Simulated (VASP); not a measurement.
# Be2ZnO3 (I4/mmm) in VASP: single point with PBE

Aim: the single point of Be2ZnO3 with PBE.

All numbers are computed with VASP 6.6.1; they aren't measurements. Logs are shortened: lines on timing, memory, paths and dates and some standing lists are left out, and cuts for length are marked.

### Step 1. The cell of the first run

The structure is tetragonal, space group I4/mmm (No. 139). Conventional cell: a = 3.307 Å, b = 3.307 Å, c = 8.915 Å, α = 90.00°, β = 90.00°, γ = 90.00°. Be (site symmetry 4mm) has 5 O at 1.72 to 1.73 Å within 2.3 Å. Zn (site symmetry 4/mmm) has 12 O at 2.34 to 2.78 Å and 10 Be at 2.74 to 2.90 Å within 3.1 Å. Within 2.4 Å of O (site symmetry -4m2) lie 4 Be at 1.73 Å and 4 O at 2.34 Å. O (site symmetry 4/mmm) has 2 Be at 1.72 Å and 4 Zn at 2.34 Å within 2.4 Å.

The cell was built from a structure type or drawn by symmetry, and may not be a known phase.

### Step 2. Single point, PBE

The input, INCAR:

```
SYSTEM = Be2ZnO3
PREC = Accurate
ENCUT = 600
EDIFF = 1E-6
ISMEAR = 0
SIGMA = 0.15
LREAL = .False.
LASPH = .True.
NELM = 120
ALGO = Normal
ISIF = 2
LWAVE = .False.
LCHARG = .True.
GGA = PE
LELF = .True.
LVHAR = .True.
NBANDS = 26
GGA_COMPAT = .False.
```

The input, KPOINTS:

```
regular mesh
0
Gamma
  4 4 4
  0 0 0
```

The input, POSCAR:

```
Be2ZnO3
1.0
   -1.6535510015      1.6535510015      4.4572978626
    1.6535510015     -1.6535510015      4.4572978626
    1.6535510015      1.6535510015     -4.4572978626
Be Zn O
2 1 3
Direct
    0.6931469216      0.6931469216      0.0000000000
    0.3068530784      0.3068530784      0.0000000000
    0.0000000000      0.0000000000      0.0000000000
    0.7500000000      0.2500000000      0.5000000000
    0.2500000000      0.7500000000      0.5000000000
    0.5000000000      0.5000000000      0.0000000000
```

Potentials or basis: VASP PAW PBE potentials, release 64 (Be, Zn, O).

Launch:

```
> cat potpaw_PBE.64/Be/POTCAR potpaw_PBE.64/Zn/POTCAR potpaw_PBE.64/O/POTCAR > POTCAR
> mpirun -np 1 vasp_std > vasp.out
```

OUTCAR:

```text
SYSTEM = Be2ZnO3
   PREC = Accurate
   ENCUT = 600
   EDIFF = 1E-6
   ISMEAR = 0
   LREAL = .False.
   LASPH = .True.
   NELM = 120
   ISIF = 2
   GGA = PE

 ion  position               nearest neighbor table
   1  0.693  0.693  0.000-   6 1.72   4 1.73   5 1.73   4 1.73   5 1.73
   2  0.307  0.307  0.000-   6 1.72   5 1.73   4 1.73   5 1.73   4 1.73
   3  0.000  0.000  0.000-   6 2.34   6 2.34   6 2.34   6 2.34
   4  0.750  0.250  0.500-   2 1.73   1 1.73   2 1.73   1 1.73
   5  0.250  0.750  0.500-   2 1.73   1 1.73   2 1.73   1 1.73
   6  0.500  0.500  0.000-   1 1.72   2 1.72   3 2.34   3 2.34   3 2.34   3 2.34

  LATTYP: Found a body centered tetragonal cell.
 ALAT       =     3.3071020030
 C/A-ratio  =     2.6955914021

  Lattice vectors:

 A1 = (  -1.6535510015,   1.6535510015,   4.4572978626)
 A2 = (   1.6535510015,  -1.6535510015,   4.4572978626)
 A3 = (   1.6535510015,   1.6535510015,  -4.4572978626)

Analysis of symmetry for initial positions (statically):
=====================================================================
 Subroutine PRICEL returns:
 Original cell was already a primitive cell.

 Routine SETGRP: Setting up the symmetry group for a
 body centered tetragonal supercell.

 Subroutine GETGRP returns: Found 16 space group operations
 (whereof 16 operations were pure point group operations)
 out of a pool of 16 trial point group operations.

The static configuration has the point symmetry D_4h.

Analysis of symmetry for dynamics (positions and initial velocities):
=====================================================================
 Subroutine PRICEL returns:
 Original cell was already a primitive cell.

 Routine SETGRP: Setting up the symmetry group for a
 body centered tetragonal supercell.

 Subroutine GETGRP returns: Found 16 space group operations
 (whereof 16 operations were pure point group operations)
 out of a pool of 16 trial point group operations.

The dynamic configuration has the point symmetry D_4h.

 Subroutine INISYM returns: Found 16 space group operations
 (whereof 16 operations are pure point group operations),
 and found     1 'primitive' translations

----------------------------------------------------------------------------------------

                                     Primitive cell

  volume of cell :      48.7491

  direct lattice vectors                    reciprocal lattice vectors
    -1.653551001  1.653551001  4.457297863     0.000000000  0.302379545  0.112175586
     1.653551001 -1.653551001  4.457297863     0.302379545  0.000000000  0.112175586
     1.653551001  1.653551001 -4.457297863     0.302379545  0.302379545  0.000000000

  length of vectors
     5.033484485  5.033484485  5.033484485     0.322516281  0.322516281  0.427629254

  position of ions in fractional coordinates (direct lattice)
     0.693146922  0.693146922  0.000000000
     0.306853078  0.306853078  0.000000000
     0.000000000  0.000000000  0.000000000
     0.750000000  0.250000000  0.500000000
     0.250000000  0.750000000  0.500000000
     0.500000000  0.500000000  0.000000000

  ion indices of the primitive-cell ions
   primitive index   ion index
                 1           1
                 2           2
                 3           3
                 4           4
                 5           5
                 6           6

----------------------------------------------------------------------------------------

 KPOINTS: regular mesh

Automatic generation of k-mesh.
 Grid dimensions read from file:
 generate k-points for:    4    4    4

 Generating k-lattice:

  Cartesian coordinates                     Fractional coordinates (reciprocal lattice)
     0.000000000  0.075594886  0.028043897     0.250000000  0.000000000 -0.000000000
     0.075594886  0.000000000  0.028043897     0.000000000  0.250000000 -0.000000000
     0.075594886  0.075594886  0.000000000     0.000000000  0.000000000  0.250000000

  Length of vectors
     0.080629070  0.080629070  0.106907313

  Shift w.r.t. Gamma in fractional coordinates (k-lattice)
     0.000000000  0.000000000  0.000000000

 Subroutine IBZKPT returns following result:
 ===========================================

 Found     13 irreducible k-points:

 Following reciprocal coordinates:
            Coordinates               Weight
  0.000000  0.000000  0.000000      1.000000
  0.250000  0.000000  0.000000      8.000000
  0.500000  0.000000  0.000000      4.000000
  0.250000  0.250000  0.000000      8.000000
  0.500000  0.250000  0.000000     16.000000
 -0.250000  0.250000  0.000000      4.000000
  0.500000  0.500000  0.000000      2.000000
  0.250000  0.250000  0.250000      2.000000
 -0.250000  0.250000  0.250000      4.000000
  0.500000  0.500000  0.250000      4.000000
 -0.250000  0.500000  0.250000      8.000000
 -0.250000 -0.250000  0.250000      2.000000
  0.500000  0.500000  0.500000      1.000000
   k-points           NKPTS =     13   k-points in BZ     NKDIM =     13   number of bands    NBANDS=     26
   number of dos      NEDOS =    301   number of ions     NIONS =      6
   total plane-waves  NPLWV =  64000
   dimension x,y,z NGX =    40 NGY =   40 NGZ =   40
   dimension x,y,z NGXF=    80 NGYF=   80 NGZF=   80
   ions per type =               2   1   3
   NGX,Y,Z   is equivalent  to a cutoff of  13.21, 13.21, 13.21 a.u.
   NGXF,Y,Z  is equivalent  to a cutoff of  26.42, 26.42, 26.42 a.u.
 SYSTEM =  Be2ZnO3
   PREC   = accura    normal or accurate (medium, high low for compatibility)
   ISTART =      0    job   : 0-new  1-cont  2-samecut
   ICHARG =      2    charge: 1-file 2-atom 10-const
   ISPIN  =      1    spin polarized calculation?
   LNONCOLLINEAR =      F non collinear calculations
   LSORBIT =      F    spin-orbit coupling
   LASPH  =      T    aspherical Exc in radial PAW
   ENCUT  =  600.0 eV  44.10 Ry    6.64 a.u.  10.05 10.05 10.05*2*pi/ulx,y,z
   NELM   =    120;   NELMIN=  2; NELMDL= -5     # of ELM steps
   EDIFF  = 0.1E-05   stopping-criterion for ELM
   LREAL  =      F    real-space projection
   EDIFFG = 0.1E-04   stopping-criterion for IOM
   NSW    =      0    number of steps for IOM
   IBRION =     -1    ionic relax: 0-MD 1-quasi-New 2-CG
   NFREE  =      0    steps in history (QN), initial steepest desc. (CG)
   ISIF   =      2    stress and relaxation
   ISYM   =      2    0-nonsym 1-usesym 2-fastsym
   POTIM  = 0.5000    time-step for ionic-motion
   TEBEG  =    0.0;   TEEND  =   0.0 temperature during run
   PSTRESS=    0.0 pullay stress
   NELECT =      34.0000    total number of electrons
   NUPDOWN=      -1.0000    fix difference up-down
   EMIN   =  10.00;   EMAX   =-10.00  energy-range for DOS
   EFERMI =   0.00;   METHOD = LEGACY
   ISMEAR =     0;   SIGMA  =   0.15  broadening in eV -4-tet -1-fermi 0-gaus
   EFERMI_NEDOS =   21; number of points for ismear=-14 and -15
   IALGO  =     38    algorithm
   IMIX   =      4    mixing-type and parameters
     AMIX     =   0.40;   BMIX     =  1.00
     AMIX_MAG =   1.60;   BMIX_MAG =  1.00
  volume/ion in A,a.u.               =       8.12        54.83
  Fermi-wavevector in a.u.,A,eV,Ry     =   1.451818  2.743538 28.678029  2.107776
  Thomas-Fermi vector in A             =   2.569271
   LORBIT       =      0    0 simple, 1 ext, 2 COOP (PROOUT), +10 PAW based schemes
   GGA     = PE    functional components
   LHFCALC =     F    Hartree Fock is set to
   AEXX    =    0.0000 exact exchange contribution
   IVDW    =     0    specifies the selected vdW correction
   LEPSILON=     F    determine dielectric tensor
   LRPA    =     F    only Hartree local field effects (RPA)
 non-spin polarized calculation
 Gauss-broadening in eV      SIGMA  =   0.15
  energy-cutoff  :      600.00
  volume of cell :       48.75
 maximum number of plane-waves:      1654
   NGX = 21   NGY = 21   NGZ = 21

 number of electron      33.9999998 magnetization

 Free energy of the ion-electron system (eV)
  ---------------------------------------------------
  ext. energy  EPLUGINS =         0.00000000
  ---------------------------------------------------
  free energy    TOTEN  =       -33.78123646 eV

  energy without entropy =      -33.76995947  energy(sigma->0) =      -33.77559797

 E-fermi :   4.8426     XC(G=0): -11.6179

 val. band max:        4.8331920183   @ k =  -0.2500  -0.2500   0.2500
 cond. band min:       5.1410145563   @ k =   0.5000   0.5000   0.0000
 fundamental gap:      0.3078225381
 Fermi energy:         4.8425831826

 k-point     1 :       0.0000    0.0000    0.0000
  band No.  band energies     occupation
      1     -15.4078      2.00000
      2     -13.6398      2.00000
      3     -11.3707      2.00000
      4      -2.7546      2.00000
      5      -2.6049      2.00000
      6      -2.6049      2.00000
[... 18 lines left out ...]
     25      16.5402      0.00000
     26      19.1352      0.00000

 k-point     2 :       0.2500    0.0000    0.0000
  band No.  band energies     occupation
      1     -14.9692      2.00000
      2     -13.5900      2.00000
      3     -12.1120      2.00000
      4      -2.8567      2.00000
      5      -2.6383      2.00000
      6      -2.5019      2.00000
[... 18 lines left out ...]
     25      18.1321      0.00000
     26      18.2639      0.00000

 k-point     3 :       0.5000    0.0000    0.0000
  band No.  band energies     occupation
      1     -14.1107      2.00000
      2     -13.5422      2.00000
      3     -13.2322      2.00000
      4      -3.1272      2.00000
      5      -2.7337      2.00000
      6      -2.7191      2.00000
[... 253 lines left out ...]
 k-point    12 :      -0.2500   -0.2500    0.2500
  band No.  band energies     occupation
      1     -15.2481      2.00000
      2     -13.8754      2.00000
      3     -11.3764      2.00000
      4      -2.6127      2.00000
      5      -2.5047      2.00000
      6      -2.5047      2.00000
[... 18 lines left out ...]
     25      17.0411      0.00000
     26      17.6747      0.00000

 k-point    13 :       0.5000    0.5000    0.5000
  band No.  band energies     occupation
      1     -15.0111      2.00000
      2     -14.1860      2.00000
      3     -11.3821      2.00000
      4      -2.5655      2.00000
      5      -2.4344      2.00000
      6      -2.3162      2.00000
[... 18 lines left out ...]
     25      16.4331      0.00000
     26      16.6215      0.00000

------------------------ aborting loop because EDIFF is reached ----------------------------------------

  FORCE on cell =-STRESS in cart. coord.  units (eV):
  Direction    XX          YY          ZZ          XY          YZ          ZX
  --------------------------------------------------------------------------------------
  -------------------------------------------------------------------------------------
  Total        0.0580658      0.0580658      0.0254562      0.0000000     -0.0000000      0.0000000
  in kB        1.9083767      1.9083767      0.8366382      0.0000000     -0.0000000      0.0000000
  external PRESSURE =       1.5511305 kB  Pullay stress =       0.0000000 kB

 VOLUME and BASIS-vectors are now :
 -----------------------------------------------------------------------------
  energy-cutoff  :      600.00
  volume of cell :       48.75
      direct lattice vectors                 reciprocal lattice vectors
    -1.653551001  1.653551001  4.457297863     0.000000000  0.302379545  0.112175586
     1.653551001 -1.653551001  4.457297863     0.302379545  0.000000000  0.112175586
     1.653551001  1.653551001 -4.457297863     0.302379545  0.302379545  0.000000000

 POSITION                                       TOTAL-FORCE (eV/Angst)
 -----------------------------------------------------------------------------------
      0.00000      0.00000      6.17912         0.000000      0.000000     -0.004574
      0.00000      0.00000      2.73547        -0.000000     -0.000000      0.004574
      0.00000      0.00000      0.00000         0.000000      0.000000      0.000000
      0.00000      1.65355      2.22865         0.000000      0.000000     -0.000000
      1.65355      0.00000      2.22865         0.000000      0.000000      0.000000
      0.00000      0.00000      4.45730         0.000000      0.000000      0.000000
 -----------------------------------------------------------------------------------
    total drift:                               -0.000000     -0.000000      0.000000

  FREE ENERGIE OF THE ION-ELECTRON SYSTEM (eV)
  ---------------------------------------------------
  free  energy   TOTEN  =       -33.7812364637 eV

  energy  without entropy=      -33.7699594708  energy(sigma->0) =      -33.77559797
```

Wall time 56 s (1 thread of Intel Xeon Platinum 8259CL at 2.50GHz (Skylake/Cascade Lake), shared host); peak memory 0.24 GiB.

Results:

* Free energy: -33.7812 eV
* Pressure: 0.2 GPa
* Largest force: 0.005 eV/Å
* Band gap on the k mesh: zero (bands 17 and 18 overlap by 1.25 eV)

Forces on the atoms (eV/Å):
```
Be   0.000  0.000 -0.005
Be   0.000  0.000  0.005
Zn   0.000  0.000  0.000
O    0.000  0.000  0.000
O    0.000  0.000  0.000
O    0.000  0.000  0.000
```

Stress tensor (GPa, compression positive):
```
0.19 0.00 0.00
0.00 0.19 0.00
0.00 0.00 0.08
```

Caveat: the k points lie up to 0.51 Å⁻¹ apart, too coarse for converged energies and pressures of a metal.
